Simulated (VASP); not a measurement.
A run of VASP 6.6.1 is set up as follows.

File POSCAR:

```
Ta
1.0
    2.9003720726      0.0000000000      0.0000000000
   -1.4501860363      2.5117958953      0.0000000000
    0.0000000000      0.0000000000      5.1662740000
Ta
2
Direct
    0.3333333333      0.6666666667      0.2500000000
    0.6666666667      0.3333333333      0.7500000000
```

Contents of INCAR.step1:

```
PREC = Accurate
ENCUT = 400
EDIFF = 1E-5
ISMEAR = -1
SIGMA = 0.05
LREAL = F
LASPH = T
NELM = 120
ALGO = Normal
ISIF = 2
LWAVE = T
GGA = PE
NBANDS = 20
GGA_COMPAT = F
```

Contents of INCAR.step2:

```
PREC = Accurate
ENCUT = 400
EDIFF = 1E-6
ISMEAR = -1
SIGMA = 0.05
LREAL = F
LASPH = T
NELM = 120
ALGO = Normal
ISIF = 2
LWAVE = F
LCHARG = T
GGA = PS
LHFCALC = T
AEXX = 0.25
PRECFOCK = Normal
LELF = T
LVHAR = T
ISTART = 1
NBANDS = 20
GGA_COMPAT = F
```

KPOINTS

```
Automatic mesh
0
Gamma
  6 6 3
```

Potentials or basis: VASP PAW PBE potentials, release 64 (Ta_sv_GW).

The run is started by

```console
$ cat potpaw_PBE.64/Ta_sv_GW/POTCAR > POTCAR
$ cp INCAR.step1 INCAR
$ mpirun -np 1 vasp_std > vasp.out
$ cp INCAR.step2 INCAR
$ mpirun -np 1 vasp_std > vasp.out
```

Task: What does it give for the band gap on the k mesh?

Result: Zero (bands 13 and 14 overlap by 2.43 eV).

Task: Estimate the pressure.

Result: -13.0 GPa.

Stress tensor (GPa, compression positive):
```
-13.31   0.00   0.00
  0.00 -13.31   0.00
  0.00   0.00 -12.32
```

Caveat: the k points lie up to 0.42 Å⁻¹ apart, too coarse for converged energies and pressures of a metal; the PAW data sets were made with another functional, which shifts forces and pressure a little; spin-orbit coupling is left out, which moves the levels of the heavy elements.
